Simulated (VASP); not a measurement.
A run of VASP 6.6.1 is set up as follows.

The input INCAR:

```
SYSTEM = MgO
PREC = Accurate
ENCUT = 600
EDIFF = 1E-6
ISMEAR = 0
SIGMA = 0.02
LREAL = .FALSE.
LASPH = .TRUE.
NELM = 120
ALGO = Normal
ISIF = 2
LWAVE = .FALSE.
LCHARG = .FALSE.
GGA = CA
NBANDS = 11
GGA_COMPAT = .FALSE.
```

KPOINTS

```
regular mesh
0
G
  10 10 10
  0 0 0
```

The input POSCAR:

```
MgO
1.0
    0.0000000000      2.0803573067      2.0803573067
    2.0803573067      0.0000000000      2.0803573067
    2.0803573067      2.0803573067      0.0000000000
Mg O
1 1
Direct
    0.0000000000      0.0000000000      0.0000000000
    0.5000000000      0.5000000000      0.5000000000
```

Potentials or basis: VASP PAW LDA potentials, release 64 (Mg, O).

Run with:

```bash
$ cat potpaw_LDA.64/Mg/POTCAR potpaw_LDA.64/O/POTCAR > POTCAR
$ mpirun -np 1 vasp_std > vasp.out
```

Problem. Predict the pressure.

Solution. -2.1 GPa.

Problem. Predict the band gap on the k mesh.

Solution. 5.03 eV.

LDA gaps usually lie below the measured ones, often by a third to a half.
